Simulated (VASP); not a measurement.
# RhN (F-43m) in VASP: further runs

Aim: see how the results for RhN move with the level of theory and the settings. Levels: PBE, PBEsol. Tasks: single point.

All numbers are computed with VASP 6.6.1; they aren't measurements. Logs are shortened: lines on timing, memory, paths and dates and some standing lists are left out, and cuts for length are marked.

### Step 1. The cell of the first run

The structure is cubic, space group F-43m (No. 216). Conventional cell: a = 4.599 Å, b = 4.599 Å, c = 4.599 Å, α = 90.00°, β = 90.00°, γ = 90.00°. Rh (site symmetry -43m) has 4 N at 1.99 Å within 2.6 Å. N (site symmetry -43m) has 4 Rh at 1.99 Å within 2.6 Å.

### Step 2. Single point, PBE (12.16 Å³/atom)

INCAR reads:

```
SYSTEM = RhN
PREC = Accurate
ENCUT = 520
EDIFF = 1E-6
ISMEAR = 0
SIGMA = 0.05
LREAL = .FALSE.
LASPH = .TRUE.
NELM = 80
ALGO = Normal
ISIF = 2
LWAVE = .FALSE.
LCHARG = .FALSE.
GGA = PE
NBANDS = 17
```

KPOINTS reads:

```
Automatic mesh
0
G
  12 12 12
  0 0 0
```

POSCAR reads:

```
RhN
1.0
    0.0000000000      2.2995982485      2.2995982485
    2.2995982485      0.0000000000      2.2995982485
    2.2995982485      2.2995982485      0.0000000000
Rh N
1 1
Direct
    0.0000000000      0.0000000000      0.0000000000
    0.2500000000      0.2500000000      0.2500000000
```

Potentials or basis: VASP PAW PBE potentials, release 64 (Rh_pv, N).

The run is started by

```
> cat potpaw_PBE.64/Rh_pv/POTCAR potpaw_PBE.64/N/POTCAR > POTCAR
> mpirun -np 1 vasp_std > vasp.out
```

OUTCAR:

```text
SYSTEM = RhN
   PREC = Accurate
   ENCUT = 520
   EDIFF = 1E-6
   ISMEAR = 0
   LREAL = .FALSE.
   LASPH = .TRUE.
   NELM = 80
   ISIF = 2
   GGA = PE

 ion  position               nearest neighbor table
   1  0.000  0.000  0.000-   2 1.99   2 1.99   2 1.99   2 1.99
   2  0.250  0.250  0.250-   1 1.99   1 1.99   1 1.99   1 1.99

  LATTYP: Found a face centered cubic cell.
 ALAT       =     4.5991964970

  Lattice vectors:

 A1 = (   0.0000000000,   2.2995982485,   2.2995982485)
 A2 = (   2.2995982485,   0.0000000000,   2.2995982485)
 A3 = (   2.2995982485,   2.2995982485,   0.0000000000)

Analysis of symmetry for initial positions (statically):
=====================================================================
 Subroutine PRICEL returns:
 Original cell was already a primitive cell.

 Routine SETGRP: Setting up the symmetry group for a
 face centered cubic supercell.

 Subroutine GETGRP returns: Found 24 space group operations
 (whereof 24 operations were pure point group operations)
 out of a pool of 48 trial point group operations.

The static configuration has the point symmetry T_d .

Analysis of symmetry for dynamics (positions and initial velocities):
=====================================================================
 Subroutine PRICEL returns:
 Original cell was already a primitive cell.

 Routine SETGRP: Setting up the symmetry group for a
 face centered cubic supercell.

 Subroutine GETGRP returns: Found 24 space group operations
 (whereof 24 operations were pure point group operations)
 out of a pool of 48 trial point group operations.

The dynamic configuration has the point symmetry T_d .

 Subroutine INISYM returns: Found 24 space group operations
 (whereof 24 operations are pure point group operations),
 and found     1 'primitive' translations

----------------------------------------------------------------------------------------

                                     Primitive cell

  volume of cell :      24.3213

  direct lattice vectors                    reciprocal lattice vectors
     0.000000000  2.299598249  2.299598249    -0.217429284  0.217429284  0.217429284
     2.299598249  0.000000000  2.299598249     0.217429284 -0.217429284  0.217429284
     2.299598249  2.299598249  0.000000000     0.217429284  0.217429284 -0.217429284

  length of vectors
     3.252123031  3.252123031  3.252123031     0.376598566  0.376598566  0.376598566

  position of ions in fractional coordinates (direct lattice)
     0.000000000  0.000000000  0.000000000
     0.250000000  0.250000000  0.250000000

  ion indices of the primitive-cell ions
   primitive index   ion index
                 1           1
                 2           2

----------------------------------------------------------------------------------------

 KPOINTS: Automatic mesh

Automatic generation of k-mesh.
 Grid dimensions read from file:
 generate k-points for:   12   12   12

 Generating k-lattice:

  Cartesian coordinates                     Fractional coordinates (reciprocal lattice)
    -0.018119107  0.018119107  0.018119107     0.083333333  0.000000000  0.000000000
     0.018119107 -0.018119107  0.018119107     0.000000000  0.083333333  0.000000000
     0.018119107  0.018119107 -0.018119107     0.000000000  0.000000000  0.083333333

  Length of vectors
     0.031383214  0.031383214  0.031383214

  Shift w.r.t. Gamma in fractional coordinates (k-lattice)
     0.000000000  0.000000000  0.000000000

 Subroutine IBZKPT returns following result:
 ===========================================

 Found     72 irreducible k-points:

 Following reciprocal coordinates:
            Coordinates               Weight
  0.000000  0.000000  0.000000      1.000000
  0.083333  0.000000  0.000000      8.000000
  0.166667  0.000000  0.000000      8.000000
  0.250000  0.000000  0.000000      8.000000
  0.333333  0.000000  0.000000      8.000000
  0.416667  0.000000  0.000000      8.000000
[... 16 lines left out ...]
  0.500000  0.166667  0.000000     24.000000
 -0.416667  0.166667  0.000000     24.000000
 [... further k-points ...]
   k-points           NKPTS =     72   k-points in BZ     NKDIM =     72   number of bands    NBANDS=     17
   number of dos      NEDOS =    301   number of ions     NIONS =      2
   total plane-waves  NPLWV =  13824
   dimension x,y,z NGX =    24 NGY =   24 NGZ =   24
   dimension x,y,z NGXF=    48 NGYF=   48 NGZF=   48
   ions per type =               1   1
   NGX,Y,Z   is equivalent  to a cutoff of  12.27, 12.27, 12.27 a.u.
   NGXF,Y,Z  is equivalent  to a cutoff of  24.54, 24.54, 24.54 a.u.
 SYSTEM =  RhN
   PREC   = accura    normal or accurate (medium, high low for compatibility)
   ISTART =      0    job   : 0-new  1-cont  2-samecut
   ICHARG =      2    charge: 1-file 2-atom 10-const
   ISPIN  =      1    spin polarized calculation?
   LNONCOLLINEAR =      F non collinear calculations
   LSORBIT =      F    spin-orbit coupling
   LASPH  =      T    aspherical Exc in radial PAW
   ENCUT  =  520.0 eV  38.22 Ry    6.18 a.u.   6.05  6.05  6.05*2*pi/ulx,y,z
   NELM   =     80;   NELMIN=  2; NELMDL= -5     # of ELM steps
   EDIFF  = 0.1E-05   stopping-criterion for ELM
   LREAL  =      F    real-space projection
   EDIFFG = 0.1E-04   stopping-criterion for IOM
   NSW    =      0    number of steps for IOM
   IBRION =     -1    ionic relax: 0-MD 1-quasi-New 2-CG
   NFREE  =      0    steps in history (QN), initial steepest desc. (CG)
   ISIF   =      2    stress and relaxation
   ISYM   =      2    0-nonsym 1-usesym 2-fastsym
   POTIM  = 0.5000    time-step for ionic-motion
   TEBEG  =    0.0;   TEEND  =   0.0 temperature during run
   PSTRESS=    0.0 pullay stress
   NELECT =      20.0000    total number of electrons
   NUPDOWN=      -1.0000    fix difference up-down
   EMIN   =  10.00;   EMAX   =-10.00  energy-range for DOS
   EFERMI =   0.00;   METHOD = LEGACY
   ISMEAR =     0;   SIGMA  =   0.05  broadening in eV -4-tet -1-fermi 0-gaus
   EFERMI_NEDOS =   21; number of points for ismear=-14 and -15
   IALGO  =     38    algorithm
   IMIX   =      4    mixing-type and parameters
     AMIX     =   0.40;   BMIX     =  1.00
     AMIX_MAG =   1.60;   BMIX_MAG =  1.00
  volume/ion in A,a.u.               =      12.16        82.06
  Fermi-wavevector in a.u.,A,eV,Ry     =   1.533756  2.898378 32.006435  2.352407
  Thomas-Fermi vector in A             =   2.640779
   LORBIT       =      0    0 simple, 1 ext, 2 COOP (PROOUT), +10 PAW based schemes
   GGA     = PE    functional components
   LHFCALC =     F    Hartree Fock is set to
   AEXX    =    0.0000 exact exchange contribution
   IVDW    =     0    specifies the selected vdW correction
   LEPSILON=     F    determine dielectric tensor
   LRPA    =     F    only Hartree local field effects (RPA)
 non-spin polarized calculation
 Gauss-broadening in eV      SIGMA  =   0.05
  energy-cutoff  :      520.00
  volume of cell :       24.32
 maximum number of plane-waves:       664
   NGX = 13   NGY = 13   NGZ = 13

 number of electron      20.0000001 magnetization

 Free energy of the ion-electron system (eV)
  ---------------------------------------------------
  ext. energy  EPLUGINS =         0.00000000
  ---------------------------------------------------
  free energy    TOTEN  =       -14.65747311 eV

  energy without entropy =      -14.65557286  energy(sigma->0) =      -14.65652299

 E-fermi :   8.6945     XC(G=0): -12.2693

 val. band max:        8.6749489205   @ k =  -0.4167   0.3333   0.1667
 cond. band min:       8.7127114128   @ k =  -0.3333   0.3333   0.1667
 fundamental gap:      0.0377624922
 Fermi energy:         8.6944780104

 k-point     1 :       0.0000    0.0000    0.0000
  band No.  band energies     occupation
      1     -38.7688      2.00000
      2     -38.7688      2.00000
      3     -38.7688      2.00000
      4      -8.0370      2.00000
      5       1.5866      2.00000
      6       1.5866      2.00000
[... 9 lines left out ...]
     16      22.8869      0.00000
     17      27.0397      0.00000

 k-point     2 :       0.0833    0.0000    0.0000
  band No.  band energies     occupation
      1     -38.7768      2.00000
      2     -38.7700      2.00000
      3     -38.7700      2.00000
      4      -7.9726      2.00000
      5       1.5371      2.00000
      6       1.6376      2.00000
[... 9 lines left out ...]
     16      23.0008      0.00000
     17      27.2320      0.00000

 k-point     3 :       0.1667    0.0000    0.0000
  band No.  band energies     occupation
      1     -38.7985      2.00000
      2     -38.7733      2.00000
      3     -38.7733      2.00000
      4      -7.7989      2.00000
      5       1.4566      2.00000
      6       1.7718      2.00000
[... 9 lines left out ...]
     16      23.2772      0.00000
     17      27.3537      0.00000

 k-point     4 :       0.2500    0.0000    0.0000
  band No.  band energies     occupation
      1     -38.8281      2.00000
      2     -38.7778      2.00000
      3     -38.7778      2.00000
      4      -7.5674      2.00000
      5       1.4803      2.00000
      6       1.9386      2.00000
[... 9 lines left out ...]
     16      23.5253      0.00000
     17      27.2202      0.00000

 k-point     5 :       0.3333    0.0000    0.0000
  band No.  band energies     occupation
      1     -38.8575      2.00000
      2     -38.7823      2.00000
      3     -38.7823      2.00000
      4      -7.3461      2.00000
      5       1.6939      2.00000
      6       2.0787      2.00000
[... 9 lines left out ...]
     16      23.5868      0.00000
     17      26.8219      0.00000

 k-point     6 :       0.4167    0.0000    0.0000
  band No.  band energies     occupation
      1     -38.8790      2.00000
      2     -38.7856      2.00000
      3     -38.7856      2.00000
      4      -7.1926      2.00000
      5       2.0352      2.00000
      6       2.1597      2.00000
[... 9 lines left out ...]
     16      23.5337      0.00000
     17      26.3115      0.00000

 k-point     7 :       0.5000    0.0000    0.0000
  band No.  band energies     occupation
      1     -38.8868      2.00000
      2     -38.7868      2.00000
      3     -38.7868      2.00000
      4      -7.1387      2.00000
      5       2.1842      2.00000
      6       2.1842      2.00000
[... 9 lines left out ...]
     16      23.5002      0.00000
     17      26.0609      0.00000

 k-point     8 :       0.0833    0.0833    0.0000
  band No.  band energies     occupation
      1     -38.7767      2.00000
      2     -38.7718      2.00000
      3     -38.7718      2.00000
      4      -7.9513      2.00000
      5       1.4768      2.00000
      6       1.6785      2.00000
[... 9 lines left out ...]
     16      22.7052      0.00000
     17      26.7771      0.00000
[... 203 lines left out ...]
      1     -38.7983      2.00000
      2     -38.7798      2.00000
      3     -38.7798      2.00000
      4      -7.7202      2.00000
      5       1.2375      2.00000
      6       1.9501      2.00000
[... 9 lines left out ...]
     16      22.4848      0.00000
     17      24.9413      0.00000

 k-point    20 :       0.2500    0.1667    0.0000
  band No.  band energies     occupation
      1     -38.8175      2.00000
      2     -38.7851      2.00000
      3     -38.7845      2.00000
      4      -7.5455      2.00000
      5       1.1730      2.00000
      6       2.1330      2.00000
[... 9 lines left out ...]
     16      22.7923      0.00000
     17      24.6335      0.00000

 k-point    21 :       0.3333    0.1667    0.0000
  band No.  band energies     occupation
      1     -38.8418      2.00000
      2     -38.7904      2.00000
      3     -38.7899      2.00000
      4      -7.3424      2.00000
      5       1.2735      2.00000
      6       2.2961      2.00000
[... 9 lines left out ...]
     16      22.8172      0.00000
     17      25.4809      0.00000

 k-point    22 :       0.4167    0.1667    0.0000
  band No.  band energies     occupation
      1     -38.8632      2.00000
      2     -38.7974      2.00000
      3     -38.7929      2.00000
      4      -7.1685      2.00000
      5       1.5384      2.00000
      6       2.4334      2.00000
[... 9 lines left out ...]
     16      23.0504      0.00000
     17      26.4486      0.00000

 k-point    23 :       0.5000    0.1667    0.0000
  band No.  band energies     occupation
      1     -38.8759      2.00000
      2     -38.8038      2.00000
      3     -38.7933      2.00000
      4      -7.0658      2.00000
      5       1.8225      2.00000
      6       2.4972      2.00000
[... 9 lines left out ...]
     16      23.2376      0.00000
     17      27.0494      0.00000

 k-point    24 :      -0.4167    0.1667    0.0000
  band No.  band energies     occupation
      1     -38.8770      2.00000
      2     -38.8075      2.00000
      3     -38.7911      2.00000
      4      -7.0533      2.00000
      5       1.9844      2.00000
      6       2.4604      2.00000
[... 9 lines left out ...]
     16      23.4677      0.00000
     17      27.5667      0.00000

 [... further k-points ...]
[... 5 lines left out ...]
  --------------------------------------------------------------------------------------
  -------------------------------------------------------------------------------------
  Total        0.0016717      0.0016717      0.0016717      0.0000000      0.0000000      0.0000000
  in kB        0.1101211      0.1101211      0.1101211      0.0000000      0.0000000      0.0000000
  external PRESSURE =       0.1101211 kB  Pullay stress =       0.0000000 kB

 VOLUME and BASIS-vectors are now :
 -----------------------------------------------------------------------------
  energy-cutoff  :      520.00
  volume of cell :       24.32
      direct lattice vectors                 reciprocal lattice vectors
     0.000000000  2.299598249  2.299598249    -0.217429284  0.217429284  0.217429284
     2.299598249  0.000000000  2.299598249     0.217429284 -0.217429284  0.217429284
     2.299598249  2.299598249  0.000000000     0.217429284  0.217429284 -0.217429284

 POSITION                                       TOTAL-FORCE (eV/Angst)
 -----------------------------------------------------------------------------------
      0.00000      0.00000      0.00000         0.000000      0.000000     -0.000000
      1.14980      1.14980      1.14980        -0.000000     -0.000000      0.000000
 -----------------------------------------------------------------------------------
    total drift:                               -0.000001     -0.000001     -0.000001

  FREE ENERGIE OF THE ION-ELECTRON SYSTEM (eV)
  ---------------------------------------------------
  free  energy   TOTEN  =       -14.6574731139 eV

  energy  without entropy=      -14.6555728634  energy(sigma->0) =      -14.65652299
```

Run time: 30 s. Hardware: 1 thread of Intel Xeon 8259CL, shared host; peak memory 0.16 GiB.

What came out:

| Item | Value |
| --- | --- |
| Free energy | -14.6575 eV |
| Pressure | 0.0 GPa |
| Band gap on the k mesh | zero (bands 10 and 11 overlap by 2.93 eV) |

### Step 3. Single point, PBE (11.92 Å³/atom)

This run uses another cell than the first one, of 11.92 Å³/atom.

INCAR reads:

```
PREC     = Accurate       # precision mode
ENCUT    = 520            # plane-wave cutoff, eV
EDIFF    = 1E-6           # SCF threshold, eV
ISMEAR   = 0              # smearing method
SIGMA    = 0.05           # smearing width, eV
LREAL    = False          # projectors in reciprocal space
LASPH    = True           # aspherical terms in the spheres
NELM     = 80             # most SCF steps
ALGO     = Normal         # electronic algorithm
ISIF     = 2              # what is computed and relaxed
LWAVE    = False          # write WAVECAR
LCHARG   = True           # write CHGCAR
GGA      = PE             # functional
LELF     = True           # ELF
LVHAR    = True         
NBANDS   = 17             # bands
```

KPOINTS reads:

```
Automatic mesh
0
Gamma
  12 12 12
```

POSCAR reads:

```
RhN
1.0
    0.0000000000      2.2841642382      2.2841642382
    2.2841642382      0.0000000000      2.2841642382
    2.2841642382      2.2841642382      0.0000000000
Rh N
1 1
Direct
    0.0000000000      0.0000000000      0.0000000000
    0.2500000000      0.2500000000      0.2500000000
```

Potentials or basis: VASP PAW PBE potentials, release 64 (Rh_pv, N).

The run is started by

```
> cat potpaw_PBE.64/Rh_pv/POTCAR potpaw_PBE.64/N/POTCAR > POTCAR
> mpirun -np 1 vasp_std > vasp.out
```

It took 25 s on 1 thread of Intel Xeon 8259CL, shared host; peak memory 0.16 GiB.

Results (log left out):

| Quantity | Value |
| --- | --- |
| Free energy | -14.6501 eV |
| Pressure | 4.7 GPa |
| Band gap on the k mesh | zero (bands 10 and 11 overlap by 2.98 eV) |

Levels at points of the mesh, in eV from the Fermi level:
| k point | band 8 | band 9 | band 10 | band 11 | band 12 | band 13 |
| --- | --- | --- | --- | --- | --- | --- |
| (0.00, 0.00, 0.00) | -2.79 | -2.79 | 1.22 | 3.28 | 3.28 | 3.28 |
| (0.50, 0.00, 0.00) | -2.37 | -2.37 | -1.82 | 1.61 | 1.61 | 6.23 |
| (0.50, 0.50, 0.00) | -3.42 | -1.99 | -0.78 | -0.47 | -0.47 | 7.80 |

Caveat: the cell stands under pressure.

[end of part 1 of 2]
